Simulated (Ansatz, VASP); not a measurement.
# One calculation of Ta4O, two programs

```
CELL_PARAMETERS angstrom
3.20528 0.00000 0.00001
0.00000 3.20530 -0.00001
0.00003 -0.00003 7.36952
ATOMIC_POSITIONS crystal
Ta 0.97619 0.98750 0.48669
Ta 0.47619 0.48750 0.76829
Ta 0.47619 0.48750 0.20508
Ta 0.97619 0.98750 0.98669
O 0.47619 0.48750 0.48669
```

Alike in both runs: functional PBEsol; k mesh 6 × 6 × 4; occupations gaussian, width 0.1 eV; no spin polarisation.

Ansatz relaxed the structure, and its values are those at the end. VASP's run is a single point on that final structure, the one shown.

|  | VASP | Ansatz |
| --- | --- | --- |
| version | VASP 6.6.1 | Ansatz 0.2.0 |
| potentials or method | VASP PAW PBE potentials, release 64 (Ta_pv, O), cutoff 520 eV | scalar-relativistic, plane waves, PAW |
| valence electrons in the cell | 50 | 58 |

```csv
,VASP,Ansatz,Ansatz less VASP
gap on the k mesh at the Fermi level (eV),none,none,-
pressure (GPa),0.4,0.0,-0.37
rms of the force components (eV/Å),0.014,0.000,-0.0140
```

VASP's potentials were made for PBE, not for PBEsol. A gap of «none» marks a metal or a gap that the smearing closes. The functional is the same, so the differences come from potentials, cutoffs and numerics. VASP's potentials hold 50 valence electrons a cell and Ansatz's 58, so a difference there can come from the potentials and not from the codes.

Neither program's run includes spin-orbit coupling.
